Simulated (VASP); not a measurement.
**Al2O3: single point with PBE**

Crystal: Al2O3.

```
Al O
1.0
     4.30242    0.00000    0.00000
    -2.15121    3.72600    0.00000
     0.00000    0.00000    4.30806
Al O
2 3
Direct
  0.00000 0.00000 0.50000
  0.00000 0.00000 0.00000
  0.50000 0.00000 0.50000
  0.00000 0.50000 0.50000
  0.50000 0.50000 0.50000
```

The cell was built from a structure type or drawn by symmetry, and may not be a known phase.

```yaml
Program: VASP 6.6.1
Task: single point
Functional: PBE
Potentials_or_basis: VASP PAW PBE potentials, release 64 (Al, O)
Cutoff: 520 eV
k_mesh: 6 × 6 × 4
Occupations: gaussian, width 0.1 eV
Spin: collinear spin, ferromagnetic start
Starting_moments: "[0.0, 0.0, 1.0, 1.0, 1.0] μB"
```

```
Pressure                                              : 9.3 GPa
Band gap on the k mesh                                : zero (filled and empty bands overlap)
Net moment                                            : 0.00 μB per cell
Valence electrons inside the program's atomic spheres : Al 0.77, 0.89; O 4.79
```

Stress tensor (GPa, compression positive):
```
-7.55  0.00  0.00
 0.00 -7.55  0.00
 0.00  0.00 43.08
```

Levels at points of the mesh, in eV from the Fermi level:
Spin up:
| k point | band 9 | band 10 | band 11 | band 12 | band 13 | band 14 | band 15 | band 16 |
| --- | --- | --- | --- | --- | --- | --- | --- | --- |
| (0.00, 0.00, 0.00) | -1.52 | -1.52 | -0.20 | 1.07 | 1.15 | 1.15 | 2.40 | 4.11 |
| (0.50, 0.00, 0.00) | -2.78 | -2.21 | -2.06 | -1.70 | 0.18 | 0.53 | 0.97 | 3.25 |
| (0.00, 0.00, 0.50) | -1.71 | -1.71 | -1.50 | -0.20 | 1.17 | 1.17 | 2.80 | 2.80 |
| (0.50, 0.00, 0.50) | -2.76 | -2.09 | -2.03 | -1.70 | 0.29 | 0.97 | 2.69 | 3.26 |
Spin down:
| k point | band 8 | band 9 | band 10 | band 11 | band 12 | band 13 | band 14 | band 15 | band 16 | band 17 |
| --- | --- | --- | --- | --- | --- | --- | --- | --- | --- | --- |
| (0.00, 0.00, 0.00) | -5.15 | -1.52 | -1.52 | -0.20 | 1.07 | 1.15 | 1.15 | 2.40 | 4.11 | 4.11 |
| (0.50, 0.00, 0.00) | -3.36 | -2.78 | -2.21 | -2.06 | -1.70 | 0.18 | 0.53 | 0.97 | 3.25 | 5.23 |
| (0.00, 0.00, 0.50) | -2.91 | -1.71 | -1.71 | -1.50 | -0.20 | 1.16 | 1.16 | 2.80 | 2.80 | 5.59 |
| (0.50, 0.00, 0.50) | -3.77 | -2.76 | -2.09 | -2.03 | -1.70 | 0.29 | 0.97 | 2.69 | 3.26 | 5.82 |

It took 42 s on 1 thread of Intel(R) Xeon(R) Platinum 8559C (Emerald Rapids), with other jobs on the host, peak memory 0.22 GiB.

Caveat: the k points lie up to 0.36 Å⁻¹ apart, too coarse for converged energies and pressures of a metal.
